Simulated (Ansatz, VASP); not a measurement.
**Ge8MoW3: VASP beside Ansatz**

```
CELL_PARAMETERS angstrom
2.52392 -4.40038 0.00000
2.52392 4.40038 0.00000
0.00000 0.00000 10.09570
ATOMIC_POSITIONS crystal
Ge 0.33833 0.66167 0.00000
Ge 0.83833 0.16167 0.75000
Ge 0.33833 0.66167 0.50000
Ge 0.83833 0.16167 0.25000
Ge 0.66167 0.33833 0.00000
Ge 0.16167 0.83833 0.75000
Ge 0.66167 0.33833 0.50000
Ge 0.16167 0.83833 0.25000
Mo 0.00000 0.00000 0.50000
W 0.00000 0.00000 0.00000
W 0.50000 0.50000 0.75000
W 0.50000 0.50000 0.25000
```

Alike in both runs: task single point; functional PBE; k mesh 4 × 4 × 2; occupations gaussian, width 0.1 eV; no spin polarisation.

|  | VASP | Ansatz |
| --- | --- | --- |
| version | VASP 6.6.1 | Ansatz 0.2.0 |
| potentials or method | VASP PAW PBE potentials, release 64 (Ge_d, Mo_sv, W_sv), cutoff 520 eV | scalar-relativistic, plane waves, PAW |
| valence electrons in the cell | 168 | 168 |

|  | VASP | Ansatz | Ansatz less VASP |
| --- | --- | --- | --- |
| gap on the k mesh at the Fermi level (eV) | none | none | - |
| pressure (GPa) | -20.7 | -20.8 | -0.09 |
| traceless stress, the component that is largest in VASP (GPa) | 0.34 | 0.34 | -0.002 |
| rms of the force components (eV/Å) | 0.169 | 0.170 | +0.0011 |

Atom by atom the forces differ by 0.001 eV/Å (rms over components). A gap of «none» marks a metal or a gap that the smearing closes. The functional is the same, so the differences come from potentials, cutoffs and numerics.

Neither program's run includes spin-orbit coupling.
